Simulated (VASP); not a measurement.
Input of a VASP 6.6.1 run:

File POSCAR:

```
MoSe
1.0
    0.0000000000      2.5748516654      2.5748516654
    2.5748516654      0.0000000000      2.5748516654
    2.5748516654      2.5748516654      0.0000000000
Mo Se
1 1
Direct
    0.0000000000      0.0000000000      0.0000000000
    0.5000000000      0.5000000000      0.5000000000
```

Contents of INCAR.step1:

```
SYSTEM = MoSe
  PREC = Accurate
  ENCUT = 520
  ISMEAR = 0
  SIGMA = 0.1
  LREAL = .False.
  LASPH = .True.
  NELM = 100
  NBANDS = 17
  GGA = PE
  ALGO = Normal
  EDIFF = 1E-4
  LWAVE = .True.
  LCHARG = .False.
```

File INCAR.step2:

```
SYSTEM = MoSe
  PREC = Accurate
  ENCUT = 520
  EDIFF = 1E-7
  ISMEAR = 0
  SIGMA = 0.1
  LREAL = .False.
  LASPH = .True.
  NELM = 100
  ALGO = Normal
  ISIF = 2
  LWAVE = .False.
  LCHARG = .False.
  METAGGA = R2SCAN
  LMIXTAU = .True.
  NBANDS = 17
  ISTART = 1
```

KPOINTS

```
Automatic mesh
0
Gamma
  14 14 14
  0 0 0
```

Potentials or basis: VASP PAW PBE potentials, release 64 (Mo_sv, Se).

The run is started by

```bash
$ cat potpaw_PBE.64/Mo_sv/POTCAR potpaw_PBE.64/Se/POTCAR > POTCAR
$ cp INCAR.step1 INCAR
$ mpirun -np 1 vasp_std > vasp.out
$ cp INCAR.step2 INCAR
$ mpirun -np 1 vasp_std > vasp.out
```

(1) Predict the band gap on the k mesh.

(2) Predict the pressure.

Answers

(1) zero (band 10 reaches 10.49 eV, above the bottom of band 11 at 8.02 eV).

(2) 5.3 GPa.

Caveat: the PAW data sets were made with another functional, which shifts forces and pressure a little.
